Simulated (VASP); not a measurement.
# MnAs (P6_3/mmc) in VASP: electric field gradients with PBE

Aim: the electric field gradients of MnAs with PBE.

Program: VASP 6.6.1. These are calculated values, not measurements. Logs are shortened: lines on timing, memory, paths and dates and some standing lists are left out, and cuts for length are marked.

## (1) The cell of the first run

The structure is hexagonal, space group P6_3/mmc (No. 194). The conventional cell has a = 3.710 Å, b = 3.710 Å, c = 5.691 Å, α = 90.00°, β = 90.00°, γ = 120.00°. Mn (site symmetry -3m) has 6 As at 2.57 Å and 2 Mn at 2.85 Å within 3.4 Å. Within 3.4 Å of As (site symmetry -6m2) lie 6 Mn at 2.57 Å.

## (2) Electric field gradients, PBE, collinear spin, ferromagnetic start

Input file INCAR:

```
PREC = Accurate ; ENCUT = 520
EDIFF = 1E-8 ; ISMEAR = -1
SIGMA = 0.05 ; LREAL = F
LASPH = T ; NELM = 150
ALGO = Normal ; ISIF = 2
LWAVE = F ; LCHARG = F
ISPIN = 2 ; MAGMOM = 4 4 0 0
LORBIT = 11 ; LMAXMIX = 4
GGA = PE ; LEFG = T
NBANDS = 30
```

Input file KPOINTS:

```
Automatic mesh
0
Gamma
  11 11 7
```

Input file POSCAR:

```
MnAs
1.0
    3.7099981605      0.0000000000      0.0000000000
   -1.8549990803      3.2129526550      0.0000000000
    0.0000000000      0.0000000000      5.6910000000
Mn As
2 2
Direct
    0.0000000000      0.0000000000      0.0000000000
    0.0000000000      0.0000000000      0.5000000000
    0.3333333333      0.6666666667      0.2500000000
    0.6666666667      0.3333333333      0.7500000000
```

Potentials or basis: VASP PAW PBE potentials, release 64 (Mn_pv, As).

On the command line:

```sh
cat potpaw_PBE.64/Mn_pv/POTCAR potpaw_PBE.64/As/POTCAR > POTCAR
mpirun -np 1 vasp_std > vasp.out
```

OUTCAR:

```text
PREC = Accurate
   ENCUT = 520
   EDIFF = 1E-8
   ISMEAR = -1
   LREAL = F
   LASPH = T
   NELM = 150
   ISIF = 2
   ISPIN = 2
   LORBIT = 11
   GGA = PE

 ion  position               nearest neighbor table
   1  0.000  0.000  0.000-   3 2.57   4 2.57   4 2.57   3 2.57   4 2.57   3 2.57   2 2.85   2 2.85

   2  0.000  0.000  0.500-   3 2.57   4 2.57   4 2.57   3 2.57   4 2.57   3 2.57   1 2.85   1 2.85

   3  0.333  0.667  0.250-   1 2.57   2 2.57   1 2.57   2 2.57   1 2.57   2 2.57
   4  0.667  0.333  0.750-   1 2.57   2 2.57   1 2.57   2 2.57   1 2.57   2 2.57

  LATTYP: Found a hexagonal cell.
 ALAT       =     3.7099981605
 C/A-ratio  =     1.5339630247

  Lattice vectors:

 A1 = (   3.7099981605,   0.0000000000,   0.0000000000)
 A2 = (  -1.8549990803,   3.2129526550,   0.0000000000)
 A3 = (   0.0000000000,   0.0000000000,   5.6910000000)

Analysis of symmetry for initial positions (statically):
=====================================================================
 Subroutine PRICEL returns:
 Original cell was already a primitive cell.

 Routine SETGRP: Setting up the symmetry group for a
 hexagonal supercell.

 Subroutine GETGRP returns: Found 24 space group operations
 (whereof 12 operations were pure point group operations)
 out of a pool of 24 trial point group operations.

The static configuration has the point symmetry D_3d.
 The point group associated with its full space group is D_6h.

Analysis of symmetry for dynamics (positions and initial velocities):
=====================================================================
 Subroutine PRICEL returns:
 Original cell was already a primitive cell.

 Routine SETGRP: Setting up the symmetry group for a
 hexagonal supercell.

 Subroutine GETGRP returns: Found 24 space group operations
 (whereof 12 operations were pure point group operations)
 out of a pool of 24 trial point group operations.

The dynamic configuration has the point symmetry D_3d.
 The point group associated with its full space group is D_6h.

Analysis of structural, dynamic, and magnetic symmetry:
[... 1758 lines left out ...]
     29      15.1998      0.00000
     30      16.3195      0.00000

 [... further k-points ...]

------------------------ aborting loop because EDIFF is reached ----------------------------------------

  FORCE on cell =-STRESS in cart. coord.  units (eV):
  Direction    XX          YY          ZZ          XY          YZ          ZX
  --------------------------------------------------------------------------------------
  -------------------------------------------------------------------------------------
  Total       -1.1225619     -1.1225619     -2.1610455      0.0000000      0.0000000      0.0000000
  in kB      -26.5127188    -26.5127188    -51.0396740      0.0000000      0.0000000      0.0000000
  external PRESSURE =     -34.6883705 kB  Pullay stress =       0.0000000 kB

 VOLUME and BASIS-vectors are now :
 -----------------------------------------------------------------------------
  energy-cutoff  :      520.00
  volume of cell :       67.84
      direct lattice vectors                 reciprocal lattice vectors
     3.709998161  0.000000000  0.000000000     0.269541913  0.155620096  0.000000000
    -1.854999080  3.212952655  0.000000000     0.000000000  0.311240192  0.000000000
     0.000000000  0.000000000  5.691000000     0.000000000  0.000000000  0.175716043

 POSITION                                       TOTAL-FORCE (eV/Angst)
 -----------------------------------------------------------------------------------
      0.00000      0.00000      0.00000        -0.000000      0.000000     -0.000000
      0.00000      0.00000      2.84550        -0.000000      0.000000     -0.000000
     -0.00000      2.14197      1.42275         0.000000     -0.000000     -0.000000
      1.85500      1.07098      4.26825        -0.000000      0.000000      0.000000
 -----------------------------------------------------------------------------------
    total drift:                               -0.000000      0.000000      0.000000

  FREE ENERGIE OF THE ION-ELECTRON SYSTEM (eV)
  ---------------------------------------------------
  free  energy   TOTEN  =       -28.2350880884 eV

  energy  without entropy=      -28.2147075609  energy(sigma->0) =      -28.22489782

 Electric field gradients (V/A^2)
---------------------------------------------------------------------
 ion       V_xx      V_yy      V_zz      V_xy      V_xz      V_yz
---------------------------------------------------------------------
   1      19.017    19.010   -38.028    -0.006     0.000    -0.000
   2      19.017    19.010   -38.028    -0.006    -0.000     0.000
   3      -6.476    -6.476    12.952    -0.000     0.000    -0.000
   4      -6.476    -6.476    12.952    -0.000     0.000     0.000
---------------------------------------------------------------------

 Electric field gradients after diagonalization (V/A^2)
 (convention: |V_zz| > |V_xx| > |V_yy|)
----------------------------------------------------------------------
 ion       V_xx      V_yy      V_zz     asymmetry (V_yy - V_xx)/ V_zz
----------------------------------------------------------------------
   1      19.021    19.007   -38.028       0.000
   2      19.021    19.007   -38.028       0.000
   3      -6.477    -6.476    12.952       0.000
   4      -6.477    -6.476    12.952       0.000
----------------------------------------------------------------------

           NMR quadrupolar parameters

 Cq : quadrupolar parameter    Cq=e*Q*V_zz/h
 eta: asymmetry parameters     (V_yy - V_xx)/ V_zz
 Q  : nuclear electric quadrupole moment in mb (millibarn)
----------------------------------------------------------------------
 ion       Cq(MHz)       eta       Q (mb)
----------------------------------------------------------------------
   1      -0.092       0.000       1.000
   2      -0.092       0.000       1.000
   3       0.031       0.000       1.000
   4       0.031       0.000       1.000
----------------------------------------------------------------------

 total charge

# of ion       s       p       d       tot
------------------------------------------
    1        0.279   6.239   5.058  11.576
    2        0.279   6.239   5.058  11.576
    3        1.227   1.508   0.049   2.785
    4        1.227   1.508   0.049   2.785
--------------------------------------------------
tot          3.012  15.495  10.215  28.722

 magnetization (x)

# of ion       s       p       d       tot
------------------------------------------
    1        0.036   0.024   3.131   3.190
    2        0.036   0.024   3.131   3.190
    3        0.010  -0.145   0.008  -0.128
    4        0.010  -0.145   0.008  -0.128
--------------------------------------------------
tot          0.092  -0.242   6.276   6.126
```

OSZICAR:

```text
N       E                     dE             d eps       ncg     rms          rms(c)
DAV:   1     0.348955049225E+03    0.34896E+03   -0.19457E+04  7952   0.130E+03
DAV:   2    -0.101660861038E+02   -0.35912E+03   -0.34139E+03  7764   0.377E+02
[... 11 lines left out ...]
DAV:  14    -0.282350889383E+02   -0.40820E-05   -0.14718E-05  8502   0.316E-02    0.740E-03
DAV:  15    -0.282350887779E+02    0.16047E-06   -0.10291E-06  8448   0.636E-03    0.324E-03
DAV:  16    -0.282350881859E+02    0.59199E-06   -0.15052E-07  8430   0.243E-03    0.984E-04
DAV:  17    -0.282350880196E+02    0.16630E-06   -0.34582E-08  8022   0.108E-03    0.437E-04
DAV:  18    -0.282350880498E+02   -0.30257E-07   -0.81224E-09  6106   0.533E-04    0.193E-04
DAV:  19    -0.282350880808E+02   -0.31027E-07   -0.95412E-10  4320   0.234E-04    0.666E-05
DAV:  20    -0.282350880884E+02   -0.75515E-08   -0.94426E-11  4284   0.746E-05
   1 F= -.28235088E+02 E0= -.28224898E+02  d E =-.203805E-01  mag=     6.2448
```

stdout:

```text
POSCAR found type information on POSCAR MnAs
 POSCAR found :  2 types and       4 ions
 scaLAPACK will be used
 LDA part: xc-table for (Slater+PW92), standard interpolation
 POSCAR, INCAR and KPOINTS ok, starting setup
 FFT: planning ... GRIDC
 FFT: planning ... GRID_SOFT
 FFT: planning ... GRID
 WAVECAR not read
 entering main loop
ion   1

ion   2

ion   3

ion   4
```

It took 7.1 min on 1 thread of Intel Xeon 8259CL, shared host; peak memory 0.32 GiB.

Results:

```yaml
Free_energy: -28.2351 eV
Pressure: -3.5 GPa
Net_moment: 6.24 μB per cell
Site_moments: Mn +3.19; As -0.13 μB
Valence_electrons_inside_the_program's_atomic_spheres: Mn 11.58; As 2.79
```

Electric field gradients, principal values (V/Å²):
| atom | least | middle | greatest (by size) |
| --- | --- | --- | --- |
| 1 Mn | 19.007 | 19.021 | -38.028 |
| 2 Mn | 19.007 | 19.021 | -38.028 |
| 3 As | -6.476 | -6.477 | 12.952 |
| 4 As | -6.476 | -6.477 | 12.952 |

Caveat: without QUAD_EFG the Cq values of the log hold for a quadrupole moment of 1 mb, not for the nuclei; only a ferromagnetic start was run, and an antiferromagnetic order may lie lower in energy.
